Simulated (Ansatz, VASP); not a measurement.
## InGa3AsP: VASP beside Ansatz

```
CELL_PARAMETERS angstrom
5.38166 0.00000 0.00000
-2.69083 4.66066 0.00000
0.00000 0.00000 5.05509
ATOMIC_POSITIONS crystal
In 0.33333 0.66667 0.00000
Ga 0.50430 0.00859 0.50000
Ga 0.99141 0.49570 0.50000
Ga 0.50430 0.49570 0.50000
P 0.66667 0.33333 0.00000
As 0.00000 0.00000 0.00000
```

Change from the starting cell: species swapped into the LaMnAlNi3 type (P-6m2, No. 187).

Alike in both runs: functional PBE; k mesh 3 × 3 × 4; occupations gaussian, width 0.1 eV; no spin polarisation.

Ansatz relaxed the structure, and its values are those at the end. VASP's run is a single point on that final structure, the one shown.

```csv
,VASP,Ansatz
version,VASP 6.6.1,Ansatz 0.2.0
potentials or method,"VASP PAW PBE potentials, release 64 (In_d, Ga_d, P, As), cutoff 520 eV","scalar-relativistic, plane waves, PAW"
valence electrons in the cell,62,72
```

|  | VASP | Ansatz | Ansatz less VASP |
| --- | --- | --- | --- |
| gap on the k mesh at the Fermi level (eV) | none | none | - |
| pressure (GPa) | 0.1 | 0.0 | -0.04 |

A gap of «none» marks a metal or a gap that the smearing closes. VASP's potentials hold 62 valence electrons a cell and Ansatz's 72, so a difference there can come from the potentials and not from the codes.

The k mesh is coarse, so the values compare programs but aren't converged.
